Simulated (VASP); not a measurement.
# Sb (R-3m) in VASP: vibrations by perturbation theory with PBE

Aim: the vibrations by perturbation theory of Sb with PBE.

Everything below comes from runs of VASP 6.6.1. Logs are shortened: lines on timing, memory, paths and dates and some standing lists are left out, and cuts for length are marked.

### Step 1. The cell of the first run

Symmetry: R-3m, No. 166, trigonal system. The conventional cell has a = 4.308 Å, b = 4.308 Å, c = 11.274 Å, α = 90.00°, β = 90.00°, γ = 120.00°. Sb (site symmetry 3m) has 6 Sb at 2.91 to 3.35 Å within 3.8 Å.

### Step 2. Vibrations by perturbation theory, PBE

The input, INCAR:

```
PREC = Accurate
ENCUT = 520
EDIFF = 1E-8
ISMEAR = 0
SIGMA = 0.1
LREAL = False
LASPH = True
NELM = 60
ALGO = Normal
ISIF = 2
LWAVE = False
LCHARG = False
GGA = PE
IBRION = 8
NSW = 1
```

The input, KPOINTS:

```
regular mesh
0
Gamma
  10 10 10
```

The input, POSCAR:

```
Sb
1.0
    2.1542000000      1.2437279500      3.7580000000
   -2.1542000000      1.2437279500      3.7580000000
    0.0000000000     -2.4874559000      3.7580000000
Sb
2
Direct
    0.2334900000      0.2334900000      0.2334900000
    0.7665100000      0.7665100000      0.7665100000
```

Potentials or basis: VASP PAW PBE potentials, release 64 (Sb).

Launch:

```sh
$ cat potpaw_PBE.64/Sb/POTCAR > POTCAR
$ mpirun -np 1 vasp_std > vasp.out
```

OUTCAR:

```text
PREC = Accurate
   ENCUT = 520
   EDIFF = 1E-8
   ISMEAR = 0
   LREAL = False
   LASPH = True
   NELM = 60
   ISIF = 2
   GGA = PE
   IBRION = 8
   NSW = 1

 ion  position               nearest neighbor table
   1  0.233  0.233  0.233-   2 2.91   2 2.91   2 2.91   2 3.35   2 3.35   2 3.35
   2  0.767  0.767  0.767-   1 2.91   1 2.91   1 2.91   1 3.35   1 3.35   1 3.35

  LATTYP: Found a trigonal (rhomboedric) cell.
 ALAT       =     4.5066618304
 COS(alpha) =     0.5430253623

  Lattice vectors:

 A1 = (   2.1542000000,   1.2437279500,   3.7580000000)
 A2 = (  -2.1542000000,   1.2437279500,   3.7580000000)
 A3 = (   0.0000000000,  -2.4874559000,   3.7580000000)

Analysis of symmetry for initial positions (statically):
=====================================================================
 Subroutine PRICEL returns:
 Original cell was already a primitive cell.

 Routine SETGRP: Setting up the symmetry group for a
 trigonal (rhombohedral) supercell.

 Subroutine GETGRP returns: Found 12 space group operations
 (whereof 12 operations were pure point group operations)
 out of a pool of 12 trial point group operations.

The static configuration has the point symmetry D_3d.

Analysis of symmetry for dynamics (positions and initial velocities):
=====================================================================
 Subroutine PRICEL returns:
 Original cell was already a primitive cell.

 Routine SETGRP: Setting up the symmetry group for a
 trigonal (rhombohedral) supercell.

 Subroutine GETGRP returns: Found 12 space group operations
 (whereof 12 operations were pure point group operations)
 out of a pool of 12 trial point group operations.

The dynamic configuration has the point symmetry D_3d.

 Subroutine INISYM returns: Found 12 space group operations
 (whereof 12 operations are pure point group operations),
 and found     1 'primitive' translations

----------------------------------------------------------------------------------------

                                     Primitive cell

  volume of cell :      60.4115

  direct lattice vectors                    reciprocal lattice vectors
     2.154200000  1.243727950  3.758000000     0.232104726  0.134005726  0.088699663
    -2.154200000  1.243727950  3.758000000    -0.232104726  0.134005726  0.088699663
     0.000000000 -2.487455900  3.758000000     0.000000000 -0.268011452  0.088699663

  length of vectors
     4.506661830  4.506661830  4.506661830     0.282307932  0.282307932  0.282307932

  position of ions in fractional coordinates (direct lattice)
     0.233490000  0.233490000  0.233490000
     0.766510000  0.766510000  0.766510000

  ion indices of the primitive-cell ions
   primitive index   ion index
                 1           1
                 2           2

----------------------------------------------------------------------------------------

 KPOINTS: regular mesh

Automatic generation of k-mesh.
 Grid dimensions read from file:
 generate k-points for:   10   10   10

 Generating k-lattice:

  Cartesian coordinates                     Fractional coordinates (reciprocal lattice)
     0.023210473  0.013400573  0.008869966     0.100000000  0.000000000  0.000000000
    -0.023210473  0.013400573  0.008869966     0.000000000  0.100000000  0.000000000
     0.000000000 -0.026801145  0.008869966     0.000000000  0.000000000  0.100000000

  Length of vectors
     0.028230793  0.028230793  0.028230793

  Shift w.r.t. Gamma in fractional coordinates (k-lattice)
     0.000000000  0.000000000  0.000000000

 Subroutine IBZKPT returns following result:
[... 89 lines left out ...]

 number of electron      10.0000000 magnetization

 Free energy of the ion-electron system (eV)
  ---------------------------------------------------
  ext. energy  EPLUGINS =         0.00000000
  ---------------------------------------------------
  free energy    TOTEN  =        -8.25330476 eV

  energy without entropy =       -8.25249453  energy(sigma->0) =       -8.25289965

 E-fermi :   7.2822     XC(G=0):  -9.5296

 val. band max:        7.2368780590   @ k =   0.4000   0.1000   0.1000
 cond. band min:       7.3976458851   @ k =   0.4000   0.1000   0.1000
 fundamental gap:      0.1607678260
 Fermi energy:         7.2821663589

 k-point     1 :       0.0000    0.0000    0.0000
  band No.  band energies     occupation
      1      -5.4393      2.00000
      2       2.4941      2.00000
      3       5.2230      2.00000
      4       5.4831      2.00000
      5       5.4831      2.00000
      6       9.3424      0.00000
      7       9.9792      0.00000
      8       9.9792      0.00000
      9      12.3716      0.00000
[... 265 lines left out ...]
 k-point    24 :       0.4000    0.3000    0.0000
  band No.  band energies     occupation
      1      -3.7904      2.00000
      2      -0.3597      2.00000
      3       2.9350      2.00000
      4       3.9243      2.00000
      5       4.2390      2.00000
      6       9.3771      0.00000
      7      11.2194      0.00000
      8      11.5343      0.00000
      9      11.8626      0.00000

 [... further k-points ...]

------------------------ aborting loop because EDIFF is reached ----------------------------------------

  FORCE on cell =-STRESS in cart. coord.  units (eV):
  Direction    XX          YY          ZZ          XY          YZ          ZX
  --------------------------------------------------------------------------------------
  -------------------------------------------------------------------------------------
  Total        1.1258928      1.1258928      0.9086292      0.0000000      0.0000000      0.0000000
  in kB       29.8598890     29.8598890     24.0978236      0.0000000      0.0000000      0.0000000
  external PRESSURE =      27.9392005 kB  Pullay stress =       0.0000000 kB

 VOLUME and BASIS-vectors are now :
 -----------------------------------------------------------------------------
  energy-cutoff  :      520.00
  volume of cell :       60.41
      direct lattice vectors                 reciprocal lattice vectors
     2.154200000  1.243727950  3.758000000     0.232104726  0.134005726  0.088699663
    -2.154200000  1.243727950  3.758000000    -0.232104726  0.134005726  0.088699663
     0.000000000 -2.487455900  3.758000000     0.000000000 -0.268011452  0.088699663

 POSITION                                       TOTAL-FORCE (eV/Angst)
 -----------------------------------------------------------------------------------
      0.00000      0.00000      2.63237         0.000000     -0.000000      0.228925
      0.00000      0.00000      8.64163         0.000000      0.000000     -0.228925
 -----------------------------------------------------------------------------------
    total drift:                                0.000000     -0.000000     -0.000000

  FREE ENERGIE OF THE ION-ELECTRON SYSTEM (eV)
  ---------------------------------------------------
  free  energy   TOTEN  =        -8.2533047589 eV

  energy  without entropy=       -8.2524945344  energy(sigma->0) =       -8.25289965

[... ionic steps 2 to 3 ...]

--------------------------------------- Ionic step        4  -------------------------------------------

------------------------ aborting loop because EDIFF is reached ----------------------------------------

[... ionic steps 5 to 5 ...]

--------------------------------------- Ionic step        6  -------------------------------------------

 Free energy of the ion-electron system (eV)
  ---------------------------------------------------
  ---------------------------------------------------
  free energy    TOTEN  =        -0.02491797 eV

  energy without entropy =       -0.02491644

------------------------ aborting loop because EDIFF is reached ----------------------------------------

 INTERNAL STRAIN TENSOR  FOR ION    1  DIRECTION 3   (eV/Angst):
 -----------------------------------------------------------------------------
    -4.75745  0.00000  0.00000
     0.00000 -4.75745 -0.00000
     0.00000  0.00000 -6.54730

 INTERNAL STRAIN TENSOR FOR ION    2 for displacements in x,y,z  (eV/Angst):
          X           Y           Z          XY          YZ          ZX
  --------------------------------------------------------------------------------
  x    -0.00000     0.00000     0.00000    -2.07989     0.00000     4.86167
  y    -2.07989     2.07989    -0.00000     0.00000     5.03833     0.00000
  z     4.75745     4.75745     6.54730     0.00000    -0.00000     0.00000

 SECOND DERIVATIVES (NOT SYMMETRIZED)
 ------------------------------------
               1X          1Y          1Z          2X          2Y          2Z
  1X    -3.027336    0.000000    0.000000    3.027336    0.000000    0.000000
  1Y     0.000000   -3.027336    0.000000   -0.000000    3.027336   -0.000000
  1Z     0.000000    0.000000   -5.498903    0.000000   -0.000000    5.498903
  2X     3.027336    0.000000    0.000000   -3.027336    0.000000    0.000000
  2Y    -0.000000    3.027336   -0.000000    0.000000   -3.027336    0.000000
  2Z     0.000000   -0.000000    5.498903    0.000000    0.000000   -5.498903

 Eigenvectors and eigenvalues of the dynamical matrix
 ----------------------------------------------------

   1 f  =    4.698608 THz    29.522228 2PiTHz  156.728709 cm-1    19.431875 meV
             X         Y         Z           dx          dy          dz
      0.000000  0.000000  2.632366     0.000000   -0.000000   -0.707107
      0.000000  0.000000  8.641634     0.000000    0.000000    0.707107
[... 16 lines left out ...]
   5 f  =    0.000000 THz     0.000000 2PiTHz    0.000000 cm-1     0.000000 meV
             X         Y         Z           dx          dy          dz
      0.000000  0.000000  2.632366    -0.707107    0.000000    0.000000
      0.000000  0.000000  8.641634    -0.707107    0.000000    0.000000

   6 f/i=    0.000000 THz     0.000000 2PiTHz    0.000002 cm-1     0.000000 meV
             X         Y         Z           dx          dy          dz
      0.000000  0.000000  2.632366     0.000000    0.653281    0.270598
      0.000000  0.000000  8.641634     0.000000    0.653281    0.270598

--------------------------------------------------------------------------------------------------------

 ELASTIC MODULI CONTR FROM IONIC RELAXATION (kBar)
 Direction    XX          YY          ZZ          XY          YZ          ZX
 --------------------------------------------------------------------------------
 XX        -147.0575    -71.2625   -150.2282     -0.0000     91.8030      0.0000
 YY         -71.2625   -147.0575   -150.2282      0.0000    -91.8030     -0.0000
 ZZ        -150.2282   -150.2282   -206.7471      0.0000      0.0000      0.0000
 XY          -0.0000      0.0000      0.0000    -37.8975      0.0000     88.5841
 YZ          91.8030    -91.8030      0.0000      0.0000   -222.3840     -0.0000
 ZX           0.0000     -0.0000      0.0000     88.5841     -0.0000   -207.0623
 --------------------------------------------------------------------------------
```

Run time: 5.3 min. Hardware: 1 thread of Intel Xeon Platinum 8488C (Sapphire Rapids), shared host; peak memory 0.67 GiB.

What came out:

- Highest phonon frequency at Γ: 157 cm⁻¹

Phonon frequencies in cm⁻¹ (negative: imaginary):
```csv
q point,frequencies
"(0.000, 0.000, 0.000)",0 0 0 116 116 157
```

Caveat: the cell stands under pressure or tension, which shifts response properties; spin-orbit coupling is left out, which moves the levels of the heavy elements.
